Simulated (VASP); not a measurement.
Set up this calculation in VASP 6.6.1, as the native input.

| Item | Value |
| --- | --- |
| Task | single point |
| Functional | PBE |
| Potentials or basis | VASP PAW PBE potentials, release 64 (Ta_pv, Cu, P) |
| Cutoff | 520 eV |
| k mesh | 6 × 6 × 6 |
| Occupations | fermi-dirac, width 0.1 eV |
| Spin | no spin polarisation |
| Hubbard terms | Cu d U = 5.0 eV |
| Dipole correction | no |
| Further INCAR settings | ALGO = Normal; EDIFF = 1e-07; NBANDS = 24 |

The structure of TaCuP2 lies in POSCAR:

```
TaCuP2
1.0
    3.2116221056      0.0000000000      0.0000000000
   -1.6058110528      2.7813463308     -0.0000009031
    0.0000000000     -1.8542283229      7.8971449151
Ta Cu P
1 1 2
Direct
    0.5000000000      0.0000000000      0.5000000000
    0.0000000000      0.0000000000      0.0000000000
    0.0946276931      0.1892553862      0.2838830793
    0.9053723069      0.8107446138      0.7161169207
```

One way to write it, as run:

INCAR

```
SYSTEM = TaCuP2
PREC = Accurate
ENCUT = 520
EDIFF = 1E-7
ISMEAR = -1
SIGMA = 0.1
LREAL = .FALSE.
LASPH = .TRUE.
NELM = 150
ALGO = Normal
ISIF = 2
LWAVE = .FALSE.
LCHARG = .FALSE.
LMAXMIX = 4
LDAU = .TRUE.
LDAUTYPE = 2
LDAUL = -1 2 -1
LDAUU = 0 5 0
LDAUJ = 0 0 0
LDAUPRINT = 1
GGA = PE
NBANDS = 24
```

KPOINTS

```
Automatic mesh
0
G
  6 6 6
  0 0 0
```

Potentials or basis: VASP PAW PBE potentials, release 64 (Ta_pv, Cu, P).

The run is started by

```sh
$ cat potpaw_PBE.64/Ta_pv/POTCAR potpaw_PBE.64/Cu/POTCAR potpaw_PBE.64/P/POTCAR > POTCAR
$ mpirun -np 1 vasp_std > vasp.out
```

It gave:

| Quantity | Value |
| --- | --- |
| Pressure | -0.3 GPa |
| Largest force | 0.153 eV/Å |
| Band gap on the k mesh | zero (band 16 reaches 6.97 eV, above the bottom of band 17 at 5.35 eV) |

Caveat: the k points lie up to 0.39 Å⁻¹ apart; spin-orbit coupling is left out, which moves the levels of the heavy elements; U without spin polarisation on a metal has little footing; the U is typed as a test and isn't derived for this compound.

It took 41 s on 1 thread of Intel(R) Xeon(R) Platinum 8259CL CPU @ 2.50GHz (Skylake/Cascade Lake), with other jobs on the host, peak memory 0.21 GiB.
